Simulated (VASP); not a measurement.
A run of VASP 6.6.1 is set up as follows.

File INCAR:

```
  ALGO = Fast
  EDIFF = 1E-7
  ENCUT = 520
  GGA = PE
  ISIF = 2
  ISMEAR = 0
  LASPH = T
  LCHARG = F
  LREAL = F
  LWAVE = F
  NBANDS = 34
  NELM = 80
  PREC = Accurate
  SIGMA = 0.1
```

Contents of KPOINTS:

```
k-points
0
Gamma
  12 12 12
```

The input POSCAR:

```
MgCd3Te2
1.0
    2.7181562739      1.5693282590      6.6441148172
   -2.7181562739      1.5693282590      6.6441148172
    0.0000000000     -3.1386565103      6.6441148190
Mg Cd Te
1 3 2
Direct
    0.0000000000      0.0000000000      0.0000000000
    0.0000000000      0.5000000000      0.0000000000
    0.5000000000      0.0000000000      0.0000000000
    0.0000000000      0.0000000000      0.5000000000
    0.6108355640      0.6108355640      0.6108355640
    0.3891644360      0.3891644360      0.3891644360
```

Potentials or basis: VASP PAW PBE potentials, release 64 (Mg, Cd, Te).

Command:

```bash
$ cat potpaw_PBE.64/Mg/POTCAR potpaw_PBE.64/Cd/POTCAR potpaw_PBE.64/Te/POTCAR > POTCAR
$ mpirun -np 1 vasp_std > vasp.out
```

**Question.** Estimate the largest force.

**Answer.** 0.007 eV/Å.

**Question.** Predict the band gap on the k mesh.

**Answer.** Zero (bands 25 and 26 overlap by 0.40 eV).

**Question.** What does it give for the pressure?

**Answer.** 0.2 GPa.

Forces in eV/Å, atoms in the order of the input:
```
Mg   0.000  0.000  0.000
Cd   0.000  0.000  0.000
Cd   0.000  0.000  0.000
Cd   0.000  0.000  0.000
Te   0.000  0.000  0.007
Te   0.000  0.000 -0.007
```

Caveat: semilocal functionals underestimate gaps, and a narrow one can read as zero; spin-orbit coupling is left out, which moves the levels of the heavy elements.
